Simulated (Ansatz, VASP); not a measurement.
Two plane-wave programs on SnTe

```
Sn Te
1.0
     4.13500    0.00000    0.00000
     0.00000    4.13500    0.00000
     0.00000    0.00000    3.46831
Sn Te
1 1
Direct
  0.50000 0.50000 0.50000
  0.00000 0.00000 0.00000
```

Alike in both runs: task relaxation of cell and atoms; functional PBE; k mesh 14 × 14 × 16; occupations gaussian, width 0.1 eV; no spin polarisation.

```csv
,VASP,Ansatz
version,VASP 6.6.1,Ansatz 0.2.0
potentials or method,"VASP PAW PBE potentials, release 64 (Sn_d, Te), cutoff 600 eV","scalar-relativistic, plane waves, PAW"
valence electrons in the cell,20,30
```

Ansatz gave:

```
gap on the k mesh at the Fermi level, each at its own relaxed structure (eV) : none
relaxed volume (Å³/atom)                                                     : 29.40
relaxed length of the cell vector where the two differ most in proportion (Å)              : 3.879
```

Task: Estimate VASP's values.

Result: gap on the k mesh at the Fermi level, each at its own relaxed structure (eV): none; relaxed volume (Å³/atom): 29.41; relaxed length of the cell vector where the two differ most in proportion (Å): 3.886.

A gap of «none» marks a metal or a gap that the smearing closes. VASP's potentials hold 20 valence electrons a cell and Ansatz's 30, so a difference there can come from the potentials and not from the codes.

Spin-orbit coupling is off throughout.
